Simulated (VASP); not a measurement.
A run of VASP 6.6.1:

File INCAR:

```
PREC = Accurate ; ENCUT = 520
EDIFF = 1E-6 ; ISMEAR = -1
SIGMA = 0.05 ; LREAL = F
LASPH = T ; NELM = 100
ALGO = Normal ; ISIF = 2
LWAVE = F ; LCHARG = F
GGA = PE ; NBANDS = 13
```

File KPOINTS:

```
regular mesh
0
Gamma
  12 12 12
```

The input POSCAR:

```
Mo
1.0
   -1.5731790612      1.5731790612      1.5731790612
    1.5731790612     -1.5731790612      1.5731790612
    1.5731790612      1.5731790612     -1.5731790612
Mo
1
Direct
    0.0000000000      0.0000000000      0.0000000000
```

Potentials or basis: VASP PAW PBE potentials, release 64 (Mo_sv).

Launch:

```console
$ cat potpaw_PBE.64/Mo_sv/POTCAR > POTCAR
$ mpirun -np 1 vasp_std > vasp.out
```

Hardware: 1 thread of AMD EPYC 7R13 (shared host).

Estimate the wall time of this run.

Wall time 19 s on 1 thread of AMD EPYC 7R13 (shared host), peak memory 0.1 GiB. Counts: scf iterations 11, k points 72.
